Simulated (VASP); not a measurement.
Wanted: the native input for a VASP 6.6.1 run.

```yaml
Task: single point
Functional: PBE
Potentials_or_basis: VASP PAW PBE potentials, release 64 (Ge_d, Sb, Te)
Cutoff: 520 eV
k_mesh: 9 × 9 × 3
Occupations: gaussian, width 0.03 eV
Spin: no spin polarisation
Dipole_correction: no
Further_INCAR_settings: ALGO = Normal; EDIFF = 1e-06; NBANDS = 33
```

The structure of GeSb2Te4 lies in POSCAR:

```
GeSb2Te4
1.0
   -4.2977010893      0.0000000000      0.0000000000
   -2.1488505447     -3.7219183212      0.0000000000
    0.0002148851      0.0001240639     14.1302728042
Ge Sb Te
1 2 4
Direct
    0.5021569113      0.5021569113      0.2073377777
    0.1688423785      0.1688423785      0.7713543595
    0.8354995556      0.8354995556      0.4866674886
    0.8354869203      0.8354869203      0.1076086130
   -0.1644869201     -0.1644869201      0.8923956264
    0.5021708796      0.5021708796      0.6263878696
    0.1688287698      0.1688287698      0.3630952651
```

One way to write it, as run:

INCAR

```
PREC = Accurate ; ENCUT = 520
EDIFF = 1E-6 ; ISMEAR = 0
SIGMA = 0.03 ; LREAL = False
LASPH = True ; NELM = 80
ALGO = Normal ; ISIF = 2
LWAVE = False ; LCHARG = False
GGA = PE ; NBANDS = 33
```

KPOINTS

```
Automatic mesh
0
Gamma
  9 9 3
```

Potentials or basis: VASP PAW PBE potentials, release 64 (Ge_d, Sb, Te).

Run with:

```sh
$ cat potpaw_PBE.64/Ge_d/POTCAR potpaw_PBE.64/Sb/POTCAR potpaw_PBE.64/Te/POTCAR > POTCAR
$ mpirun -np 1 vasp_std > vasp.out
```

It gave:

```
Pressure               : 1.3 GPa
Largest force          : 0.884 eV/Å
Band gap on the k mesh : 0.10 eV, indirect (least direct gap 0.30 eV)
```

Caveat: spin-orbit coupling is left out, which moves the levels of the heavy elements.

Run time: 34 min on 1 thread of AMD EPYC 7R13 Processor (Zen 3) (shared host), peak memory 0.89 GiB.
